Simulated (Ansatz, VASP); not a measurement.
## Two plane-wave programs on Pd

```
Pd
1.0
     2.64681    0.00000    0.00000
    -1.32341    2.29221    0.00000
     0.00000    0.00000    2.59771
Pd
1
Direct
  0.00000 0.00000 0.00000
```

Alike in both runs: functional PBEsol; k mesh 9 × 9 × 8; occupations gaussian, width 0.1 eV; no spin polarisation.

Ansatz relaxed the structure, and its values are those at the end. VASP's run is a single point on that final structure, the one shown.

|  | VASP | Ansatz |
| --- | --- | --- |
| version | VASP 6.6.1 | Ansatz 0.2.0 |
| potentials or method | VASP PAW PBE potentials, release 64 (Pd), cutoff 520 eV | scalar-relativistic, plane waves, PAW |
| valence electrons in the cell | 10 | 18 |

|  | VASP | Ansatz | Ansatz less VASP |
| --- | --- | --- | --- |
| gap on the k mesh at the Fermi level (eV) | none | none | - |
| pressure (GPa) | -0.5 | -0.1 | +0.38 |

VASP's potentials were made for PBE, not for PBEsol. A gap of «none» marks a metal or a gap that the smearing closes. VASP's potentials hold 10 valence electrons a cell and Ansatz's 18, so a difference there can come from the potentials and not from the codes.
